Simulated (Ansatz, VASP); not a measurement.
## Two plane-wave programs on ZnS

```xyz
6
Lattice="1.9525 1.1273 9.5950 -1.9525 1.1273 9.5950 0.0000 -2.2546 9.5950" Properties=species:S:1:pos:R:3 pbc="T T T"
Zn    0.0000    0.0000   28.7841
Zn    0.0000    0.0000    6.3980
Zn    0.0000    0.0000   12.7981
S     0.0000    0.0000    2.3968
S     0.0000    0.0000   15.1939
S     0.0000    0.0000    8.7898
```

Alike in both runs: task single point; functional LDA; k mesh 6 × 6 × 6; no spin polarisation.

```csv
,VASP,Ansatz
version,VASP 6.6.1,Ansatz 0.2.0
potentials or method,"VASP PAW LDA potentials, release 64 (Zn, S), cutoff 520 eV","plane waves, PAW"
occupations,"gaussian, width 0.01 eV",fixed
valence electrons in the cell,54,54
```

Ansatz gave:

```
pressure (GPa) : -8.3
```

Task: Which values does VASP return?

Result: Pressure (GPa): -8.2.

LDA's correlation is that of Perdew and Zunger in VASP and of Perdew and Wang (1992) in Ansatz. Ansatz's warnings: stress scf threshold loose.
